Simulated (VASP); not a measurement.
CdF2: single point with PBE

CdF2:

```
Cd F
1.0
     0.00000    2.73836    2.69418
     2.73836    0.00000    2.69418
     2.73836    2.73836    0.00000
Cd F
1 2
Direct
  0.00000 0.00000 0.00000
  0.25000 0.25000 0.25000
  0.75000 0.75000 0.75000
```

This cell differs from its parent crystal: biaxial xy strain +1.6%.

```
Program             : VASP 6.6.1
Task                : single point
Functional          : PBE
Potentials or basis : VASP PAW PBE potentials, release 64 (Cd, F)
Cutoff              : 520 eV
k mesh              : 8 × 8 × 8
Occupations         : fermi-dirac, width 0.02 eV
Spin                : no spin polarisation
```

```yaml
Pressure: 2.5 GPa
Band_gap_on_the_k_mesh: 2.94 eV, indirect (least direct gap 3.47 eV)
```

Stress tensor (GPa, compression positive):
```
1.88 0.00 0.00
0.00 1.88 0.00
0.00 0.00 3.60
```

Levels at points of the mesh, in eV from the valence-band top:
| k point | band 9 | band 10 | band 11 | band 12 | band 13 | band 14 | band 15 | band 16 | band 17 | band 18 |
| --- | --- | --- | --- | --- | --- | --- | --- | --- | --- | --- |
| (0.00, 0.00, 0.00) | -0.95 | -0.81 | -0.58 | -0.53 | -0.53 | 2.94 | 12.50 | 12.55 | 12.55 | 17.33 |
| (0.50, 0.00, 0.00) | -2.14 | -1.75 | -1.71 | -0.43 | -0.42 | 6.91 | 9.03 | 14.14 | 14.26 | 17.85 |
| (0.50, 0.50, 0.00) | -2.82 | -2.82 | -0.39 | -0.11 | -0.11 | 7.70 | 9.44 | 11.85 | 13.93 | 13.93 |
| (0.50, 0.00, 0.50) | -2.81 | -2.76 | -0.48 | -0.12 | -0.06 | 7.73 | 9.47 | 11.84 | 13.91 | 14.10 |

Run time: 25 s on 1 thread of Intel(R) Xeon(R) 6975P-C (Granite Rapids), with other jobs on the host, peak memory 0.19 GiB.

Caveat: the cell differs from its parent crystal (biaxial xy strain +1.6%). A k mesh can miss the band edges.
